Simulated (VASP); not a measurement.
Write the native input for VASP 6.6.1 that does the following.

```
Task                   : single point
Functional             : PBE
Potentials or basis    : VASP PAW PBE potentials, release 64 (Te, W_sv)
Cutoff                 : 520 eV
k mesh                 : 4 × 4 × 4
Occupations            : gaussian, width 0.1 eV
Spin                   : no spin polarisation
Dipole correction      : no
Further INCAR settings : ALGO = Normal; EDIFF = 1e-06; NBANDS = 27
```

The structure of Te4W lies in POSCAR:

```
Te4W
1.0
    4.6916667552     -4.6790942110      0.0000000000
    4.6916667552      4.6790942110      0.0000000000
    0.0000000000      0.0000000000      3.3676050256
Te W
4 1
Direct
    0.7871268148      0.2128731852      0.5000000000
    0.2715519215      0.2715519215      0.0000000000
    0.7284480785      0.7284480785      0.0000000000
    0.2128731852      0.7871268148      0.5000000000
    0.5000000000      0.5000000000      0.5000000000
```

The cell was built from a structure type or drawn by symmetry, and may not be a known phase.

One way to write it, as run:

INCAR

```
PREC     = Accurate       # precision mode
ENCUT    = 520            # plane-wave cutoff, eV
EDIFF    = 1E-6           # SCF threshold, eV
ISMEAR   = 0              # smearing method
SIGMA    = 0.1            # smearing width, eV
LREAL    = False          # projectors in reciprocal space
LASPH    = True           # aspherical terms in the spheres
NELM     = 80             # most SCF steps
ALGO     = Normal         # electronic algorithm
ISIF     = 2              # what is computed and relaxed
LWAVE    = False          # write WAVECAR
LCHARG   = False          # write CHGCAR
GGA      = PE             # functional
NBANDS   = 27             # bands
```

KPOINTS

```
regular mesh
0
Gamma
  4 4 4
```

Potentials or basis: VASP PAW PBE potentials, release 64 (Te, W_sv).

Command:

```console
$ cat potpaw_PBE.64/Te/POTCAR potpaw_PBE.64/W_sv/POTCAR > POTCAR
$ mpirun -np 1 vasp_std > vasp.out
```

It gave:

The pressure is 0.1 GPa, the largest force is 0.009 eV/Å and the band gap on the k mesh is zero (bands 19 and 20 overlap by 1.54 eV).

Caveat: the k points lie up to 0.47 Å⁻¹ apart, too coarse for converged energies and pressures of a metal; spin-orbit coupling is left out, which moves the levels of the heavy elements.

Wall time 81 s on 1 thread of Intel(R) Xeon(R) Platinum 8259CL CPU @ 2.50GHz (Skylake/Cascade Lake), on a shared host, peak memory 0.28 GiB.
